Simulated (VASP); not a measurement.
# C6F in VASP: notebook

Runs on C6F. Level: PBE. Tasks: single point.

Everything below comes from runs of VASP 6.6.1. Logs are shortened: lines on timing, memory, paths and dates and some standing lists are left out, and cuts for length are marked.

## 1. The cell of the first run

The cell holds a wire or tube with vacuum around it, 14 atoms: a = 4.933 Å, b = 8.872 Å, c = 22.791 Å, α = 90.00°, β = 90.00°, γ = 97.99°.

## 2. Single point, PBE

INCAR reads:

```
ALGO = Normal ; DIPOL = 0.5 0.5 0.303
EDIFF = 1E-6 ; ENCUT = 520
GGA = PE ; IDIPOL = 3
ISIF = 2 ; ISMEAR = 0
LASPH = T ; LCHARG = F
LDIPOL = T ; LREAL = F
LWAVE = F ; NBANDS = 44
NELM = 60 ; PREC = Accurate
SIGMA = 0.1
```

KPOINTS reads:

```
k-points
0
Gamma
  6 3 1
```

POSCAR reads:

```
C6F
1.0
    4.9326910638      0.0000000000      0.0000000000
   -1.2331727660      8.7858796651      0.0000000000
    0.0000000000      0.0000000000     22.7907133841
C F
12 2
Direct
    0.0197005045      0.0788020181      0.1755100831
    0.5197005045      0.0788020181      0.1755100831
    0.2746256306      0.0985025226      0.2058124647
    0.7746256306      0.0985025226      0.2058124647
    0.2844758829      0.1379035317      0.2664172279
    0.7844758829      0.1379035317      0.2664172279
    0.0392967069      0.1571967486      0.2959398808
    0.5392967069      0.1571967486      0.2959398808
    0.0496769807      0.1987213712      0.3592739175
    0.5496769807      0.1987213712      0.3592739175
    0.3040736564      0.2163109051      0.3857147091
    0.8040736564      0.2163109051      0.3857147091
    0.3040736564      0.0848862087      0.4348575324
    0.3040736564      0.3477356016      0.4348575324
```

Potentials or basis: VASP PAW PBE potentials, release 64 (C, F).

Started as:

```
$ cat potpaw_PBE.64/C/POTCAR potpaw_PBE.64/F/POTCAR > POTCAR
$ mpirun -np 1 vasp_std > vasp.out
```

OUTCAR:

```text
EDIFF = 1E-6
   ENCUT = 520
   GGA = PE
   ISIF = 2
   ISMEAR = 0
   LASPH = T
   LREAL = F
   NELM = 60
   PREC = Accurate

 ion  position               nearest neighbor table
   1  0.020  0.079  0.176-   3 1.42   4 1.42
   2  0.520  0.079  0.176-   4 1.42   3 1.42
   3  0.275  0.099  0.206-   1 1.42   5 1.42   2 1.42
   4  0.775  0.099  0.206-   2 1.42   6 1.42   1 1.42
   5  0.284  0.138  0.266-   8 1.41   7 1.41   3 1.42
   6  0.784  0.138  0.266-   7 1.41   8 1.41   4 1.42
   7  0.039  0.157  0.296-   6 1.41   5 1.41   9 1.49
   8  0.539  0.157  0.296-   5 1.41   6 1.41  10 1.49
   9  0.050  0.199  0.359-  11 1.38  12 1.38   7 1.49
  10  0.550  0.199  0.359-  12 1.38  11 1.38   8 1.49
  11  0.304  0.216  0.386-   9 1.38  10 1.38  13 1.62  14 1.62
  12  0.804  0.216  0.386-  10 1.38   9 1.38
  13  0.304  0.085  0.435-  11 1.62
  14  0.304  0.348  0.435-  11 1.62

  LATTYP: Found a simple monoclinic cell.
 ALAT       =     4.9326910638
 B/A-ratio  =     4.6203407206
 C/A-ratio  =     1.7986126828
 COS(beta)  =    -0.1389960175

  Lattice vectors:

 A1 = (   4.9326910638,   0.0000000000,   0.0000000000)
 A2 = (   0.0000000000,   0.0000000000, -22.7907133841)
 A3 = (  -1.2331727660,   8.7858796651,   0.0000000000)

Analysis of symmetry for initial positions (statically):
=====================================================================
 Subroutine PRICEL returns:
 Original cell was already a primitive cell.

 Routine SETGRP: Setting up the symmetry group for a
 simple monoclinic supercell.

 Subroutine GETGRP returns: Found  1 space group operations
 (whereof  1 operations were pure point group operations)
 out of a pool of  4 trial point group operations.

The static configuration has the point symmetry C_1 .

Analysis of symmetry for dynamics (positions and initial velocities):
=====================================================================
 Subroutine PRICEL returns:
 Original cell was already a primitive cell.

 Routine SETGRP: Setting up the symmetry group for a
 simple monoclinic supercell.

 Subroutine GETGRP returns: Found  1 space group operations
 (whereof  1 operations were pure point group operations)
 out of a pool of  4 trial point group operations.

The dynamic configuration has the point symmetry C_1 .

 Subroutine INISYM returns: Found  1 space group operations
 (whereof  1 operations are pure point group operations),
 and found     1 'primitive' translations

----------------------------------------------------------------------------------------

                                     Primitive cell

  volume of cell :     987.7046

  direct lattice vectors                    reciprocal lattice vectors
     4.932691064  0.000000000  0.000000000     0.202729096  0.028454749  0.000000000
    -1.233172766  8.785879665  0.000000000     0.000000000  0.113818996  0.000000000
     0.000000000  0.000000000 22.790713384     0.000000000  0.000000000  0.043877521

  length of vectors
     4.932691064  8.872000708 22.790713384     0.204716289  0.113818996  0.043877521

  position of ions in fractional coordinates (direct lattice)
     0.019700505  0.078802018  0.175510083
     0.519700505  0.078802018  0.175510083
     0.274625631  0.098502523  0.205812465
     0.774625631  0.098502523  0.205812465
     0.284475883  0.137903532  0.266417228
     0.784475883  0.137903532  0.266417228
     0.039296707  0.157196749  0.295939881
     0.539296707  0.157196749  0.295939881
     0.049676981  0.198721371  0.359273917
     0.549676981  0.198721371  0.359273917
     0.304073656  0.216310905  0.385714709
     0.804073656  0.216310905  0.385714709
     0.304073656  0.084886209  0.434857532
     0.304073656  0.347735602  0.434857532

  ion indices of the primitive-cell ions
   primitive index   ion index
                 1           1
                 2           2
                 3           3
                 4           4
                 5           5
                 6           6
                 7           7
                 8           8
                 9           9
                10          10
                11          11
[... 23 lines left out ...]
     0.000000000  0.000000000  0.000000000

 Subroutine IBZKPT returns following result:
 ===========================================

 Found     10 irreducible k-points:

 Following reciprocal coordinates:
            Coordinates               Weight
  0.000000  0.000000  0.000000      1.000000
  0.166667  0.000000  0.000000      2.000000
  0.333333  0.000000  0.000000      2.000000
  0.500000  0.000000  0.000000      1.000000
  0.000000  0.333333  0.000000      2.000000
  0.166667  0.333333  0.000000      2.000000
  0.333333  0.333333  0.000000      2.000000
  0.500000  0.333333  0.000000      2.000000
 -0.333333  0.333333  0.000000      2.000000
 -0.166667  0.333333  0.000000      2.000000
   k-points           NKPTS =     10   k-points in BZ     NKDIM =     10   number of bands    NBANDS=     44
   number of dos      NEDOS =    301   number of ions     NIONS =     14
   total plane-waves  NPLWV = 504000
   dimension x,y,z NGX =    40 NGY =   70 NGZ =  180
   dimension x,y,z NGXF=    80 NGYF=  140 NGZF=  360
   ions per type =              12   2
   NGX,Y,Z   is equivalent  to a cutoff of  13.48, 13.12, 13.13 a.u.
   NGXF,Y,Z  is equivalent  to a cutoff of  26.96, 26.23, 26.26 a.u.
 SYSTEM =  unknown system
   PREC   = accura    normal or accurate (medium, high low for compatibility)
   ISTART =      0    job   : 0-new  1-cont  2-samecut
   ICHARG =      2    charge: 1-file 2-atom 10-const
   ISPIN  =      1    spin polarized calculation?
   LNONCOLLINEAR =      F non collinear calculations
   LSORBIT =      F    spin-orbit coupling
   LASPH  =      T    aspherical Exc in radial PAW
   ENCUT  =  520.0 eV  38.22 Ry    6.18 a.u.   9.17 16.50 42.38*2*pi/ulx,y,z
   NELM   =     60;   NELMIN=  2; NELMDL= -5     # of ELM steps
   EDIFF  = 0.1E-05   stopping-criterion for ELM
   LREAL  =      F    real-space projection
   EDIFFG = 0.1E-04   stopping-criterion for IOM
   NSW    =      0    number of steps for IOM
   IBRION =     -1    ionic relax: 0-MD 1-quasi-New 2-CG
   NFREE  =      0    steps in history (QN), initial steepest desc. (CG)
   ISIF   =      2    stress and relaxation
   ISYM   =      2    0-nonsym 1-usesym 2-fastsym
   POTIM  = 0.5000    time-step for ionic-motion
   TEBEG  =    0.0;   TEEND  =   0.0 temperature during run
   PSTRESS=    0.0 pullay stress
   NELECT =      62.0000    total number of electrons
   NUPDOWN=      -1.0000    fix difference up-down
   EMIN   =  10.00;   EMAX   =-10.00  energy-range for DOS
   EFERMI =   0.00;   METHOD = LEGACY
   ISMEAR =     0;   SIGMA  =   0.10  broadening in eV -4-tet -1-fermi 0-gaus
   EFERMI_NEDOS =   21; number of points for ismear=-14 and -15
   IALGO  =     38    algorithm
   IMIX   =      4    mixing-type and parameters
     AMIX     =   0.40;   BMIX     =  1.00
     AMIX_MAG =   1.60;   BMIX_MAG =  1.00
  volume/ion in A,a.u.               =      70.55       476.10
  Fermi-wavevector in a.u.,A,eV,Ry     =   0.650623  1.229500  5.759494  0.423311
  Thomas-Fermi vector in A             =   1.719962
   LORBIT       =      0    0 simple, 1 ext, 2 COOP (PROOUT), +10 PAW based schemes
   GGA     = PE    functional components
   LHFCALC =     F    Hartree Fock is set to
   AEXX    =    0.0000 exact exchange contribution
   IVDW    =     0    specifies the selected vdW correction
   LEPSILON=     F    determine dielectric tensor
   LRPA    =     F    only Hartree local field effects (RPA)
 non-spin polarized calculation
 Gauss-broadening in eV      SIGMA  =   0.10
  energy-cutoff  :      520.00
  volume of cell :      987.70
 maximum number of plane-waves:     26638
 NGX is ok and might be reduce to    40
   NGX = 19   NGY = 33   NGZ = 85

 dipolmoment           0.000000      0.000000     -0.076858 electrons x Angstroem

 number of electron      61.9999998 magnetization

 dipolmoment           0.000000      0.000000      0.350422 electrons x Angstroem

 Free energy of the ion-electron system (eV)
  ---------------------------------------------------
  ext. energy  EPLUGINS =         0.00000000
  ---------------------------------------------------
  free energy    TOTEN  =      -106.60553703 eV

  energy without entropy =     -106.55959463  energy(sigma->0) =     -106.58256583

 E-fermi :  -5.4835     XC(G=0):  -1.9946

 val. band max:       -5.4983604936   @ k =   0.3333   0.3333   0.0000
 cond. band min:      -5.4132720104   @ k =   0.5000   0.0000   0.0000
 fundamental gap:      0.0850884831
 Fermi energy:        -5.4834595647

 k-point     1 :       0.0000    0.0000    0.0000
  band No.  band energies     occupation
      1     -28.3262      2.00000
      2     -27.3167      2.00000
      3     -24.0873      2.00000
      4     -22.4368      2.00000
      5     -20.1386      2.00000
      6     -19.9823      2.00000
[... 449 lines left out ...]
     42       1.3835      0.00000
     43       1.5800      0.00000
 [bands above 43 left out]

------------------------ aborting loop because EDIFF is reached ----------------------------------------

 vacuum level on the upper side and lower side of the slab       (xc-potential included)         0.700        -0.742

  FORCE on cell =-STRESS in cart. coord.  units (eV):
  Direction    XX          YY          ZZ          XY          YZ          ZX
  --------------------------------------------------------------------------------------
  -------------------------------------------------------------------------------------
  Total        4.1007570     -3.6079367     -5.0387022      1.4736211     -1.4911046      0.0445841
  in kB        6.6519279     -5.8525133     -8.1733894      2.3903930     -2.4187535      0.0723208
  external PRESSURE =      -2.4579916 kB  Pullay stress =       0.0000000 kB

 VOLUME and BASIS-vectors are now :
 -----------------------------------------------------------------------------
  energy-cutoff  :      520.00
  volume of cell :      987.70
      direct lattice vectors                 reciprocal lattice vectors
     4.932691064  0.000000000  0.000000000     0.202729096  0.028454749  0.000000000
    -1.233172766  8.785879665  0.000000000     0.000000000  0.113818996  0.000000000
     0.000000000  0.000000000 22.790713384     0.000000000  0.000000000  0.043877521

 POSITION                                       TOTAL-FORCE (eV/Angst)
 -----------------------------------------------------------------------------------
     -0.00000      0.69235      4.00000        -0.151057      0.426238      1.650809
      2.46635      0.69235      4.00000         0.148090      0.422941      1.639364
      1.23317      0.86543      4.69061        -0.000240     -0.783529     -2.999270
      3.69952      0.86543      4.69061         0.001594     -0.676070     -2.709235
      1.23317      1.21160      6.07184        -0.028270      0.284749      1.049670
      3.69952      1.21160      6.07184         0.028524      0.189371      1.006117
     -0.00001      1.38111      6.74468        -0.409644      0.307827      1.207001
      2.46633      1.38111      6.74468         0.396261      0.348446      1.250313
     -0.00002      1.74594      8.18811        -2.662717     -0.361839     -2.352617
      2.46633      1.74594      8.18811         2.805546      0.335373     -2.511906
      1.23315      1.90048      8.79071        -0.281401      0.322594      7.923090
      3.69950      1.90048      8.79071         0.062908     -0.114624     -0.839774
      1.39522      0.74580      9.91071        -0.599271      1.099441     -1.502091
      1.07108      3.05516      9.91071         0.689677     -1.800919     -2.811470
 -----------------------------------------------------------------------------------
    total drift:                                0.002275      0.000767      0.000433

  FREE ENERGIE OF THE ION-ELECTRON SYSTEM (eV)
  ---------------------------------------------------
  free  energy   TOTEN  =      -106.6055370348 eV

  energy  without entropy=     -106.5595946337  energy(sigma->0) =     -106.58256583

 vacuum level on the upper side and lower side of the slab         2.205         0.734
```

Run time: 37 min. Hardware: 1 thread of Intel Xeon 8259CL, shared host; peak memory 1.1 GiB.

What came out:

```yaml
Free_energy: -106.6055 eV
Largest_force: 7.935 eV/Å
Band_gap_on_the_k_mesh: zero (bands 31 and 32 overlap by 0.02 eV)
```

Forces on the atoms (eV/Å):
```
C   -0.151  0.426  1.651
C    0.148  0.423  1.639
C    0.000 -0.784 -2.999
C    0.002 -0.676 -2.709
C   -0.028  0.285  1.050
C    0.029  0.189  1.006
C   -0.410  0.308  1.207
C    0.396  0.348  1.250
C   -2.663 -0.362 -2.353
C    2.806  0.335 -2.512
C   -0.281  0.323  7.923
C    0.063 -0.115 -0.840
F   -0.599  1.099 -1.502
F    0.690 -1.801 -2.811
```

## 3. Single point, PBE

INCAR reads:

```
  PREC = Accurate
  ENCUT = 520
  EDIFF = 1E-6
  ISMEAR = 0
  SIGMA = 0.1
  LREAL = F
  LASPH = T
  NELM = 80
  ALGO = Normal
  ISIF = 2
  LWAVE = F
  LCHARG = T
  LDIPOL = T
  IDIPOL = 3
  DIPOL = 0.5 0.5 0.307
  GGA = PE
  LELF = T
  LVHAR = T
  LVACPOTAV = T
  NBANDS = 44
```

KPOINTS reads:

```
Automatic mesh
0
Gamma
  6 3 1
```

Edit POSCAR of step 2 so:

```diff
@@ -20,3 +20,3 @@
     0.8040736564      0.2163109051      0.3857147091
-    0.3040736564      0.0848862087      0.4348575324
-    0.3040736564      0.3477356016      0.4348575324
+    0.3040736564      0.0848862087      0.4629391457
+    0.3040736564      0.3477356016      0.4629391457
```

Potentials or basis: VASP PAW PBE potentials, release 64 (C, F).

Started as:

```
$ cat potpaw_PBE.64/C/POTCAR potpaw_PBE.64/F/POTCAR > POTCAR
$ mpirun -np 1 vasp_std > vasp.out
```

Run time: 44 min. Hardware: 1 thread of Intel Xeon 8259CL, shared host; peak memory 1.1 GiB.

The run converged. Its results:

| Item | Value |
| --- | --- |
| Free energy | -103.0408 eV |
| Largest force | 4.539 eV/Å |
| Band gap on the k mesh | 0.01 eV |

Forces in eV/Å, atoms in the order of the input:
```
C   -0.021  0.503  2.041
C    0.020  0.470  2.044
C    0.002 -0.880 -3.677
C   -0.001 -0.776 -3.132
C   -0.007  0.387  1.542
C    0.008  0.305  1.250
C   -0.112  0.154  0.481
C    0.110  0.225  0.478
C   -0.924  0.053  0.060
C    0.959  0.189  0.020
C   -0.071 -0.259  4.531
C    0.014 -0.223 -0.740
F   -0.117  0.760 -2.164
F    0.140 -0.908 -2.734
```

Levels at points of the mesh, in eV from the valence-band top:
```csv
k point,band 29,band 30,band 31,band 32,band 33,band 34
"(0.00, 0.00, 0.00)",-0.28,-0.25,-0.03,0.31,0.99,1.08
"(0.50, 0.00, 0.00)",-0.47,-0.03,0.00,0.01,0.19,1.88
```

Caveat: the smearing spreads over this small gap.

The gap in the log of VASP goes by the Fermi energy; the results here count the filled bands.